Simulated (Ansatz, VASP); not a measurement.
# Zn: VASP beside Ansatz

The input INCAR:

```
ALGO = Fast
EDIFF = 1E-7
ENCUT = 520
GGA = PS
ISIF = 2
ISMEAR = 0
LASPH = T
LCHARG = F
LREAL = F
LWAVE = F
NBANDS = 19
NELM = 100
PREC = Accurate
SIGMA = 0.15
```

Contents of KPOINTS:

```
k-points
0
Gamma
  24 24 10
```

POSCAR

```
Zn
1.0
    2.5448821408      0.0000000000      0.0000000000
   -1.2724410704      2.2039325836      0.0000000000
    0.0000000000      0.0000000000      4.9467000000
Zn
2
Direct
    0.3333333333      0.6666666667      0.2500000000
    0.6666666667      0.3333333333      0.7500000000
```

Input for Ansatz:

```yaml
crystal:
  lattice:
    - [2.5448821408, 0.0, 0.0]
    - [-1.2724410704, 2.2039325836, 0.0]
    - [0.0, 0.0, 4.9467]
  atoms:
    - { symbol: Zn, position: [0.3333333333, 0.6666666667, 0.25] }
    - { symbol: Zn, position: [0.6666666667, 0.3333333333, 0.75] }
basis:
  ecutwfc: 420
kpoints:
  mp_grid: { grid: [24, 24, 10] }
hamiltonian:
  xc: pbesol
scf:
  occupations: { method: gaussian, width: 0.15 }
output:
  forces: true
  stress: true
  eigenvalues: true
```

Change from the starting cell: strain -0.0450 x Voigt [1, 1, 0, 0, 0, 0], atoms carried along.

Alike in both runs: task single point; functional PBEsol; k mesh 24 × 24 × 10; occupations gaussian, width 0.15 eV; no spin polarisation.

|  | VASP | Ansatz |
| --- | --- | --- |
| version | VASP 6.6.1 | Ansatz 0.2.0 |
| potentials or method | VASP PAW PBE potentials, release 64 (Zn), cutoff 520 eV | scalar-relativistic, plane waves, PAW |
| valence electrons in the cell | 24 | 24 |

```tsv
	VASP	Ansatz	Ansatz less VASP
gap on the k mesh at the Fermi level (eV)	none	none	-
pressure (GPa)	4.3	3.8	-0.53
traceless stress, the component that is largest in VASP (GPa)	-3.47	-3.24	+0.226
```

VASP's potentials were made for PBE, not for PBEsol. A gap of «none» marks a metal or a gap that the smearing closes.
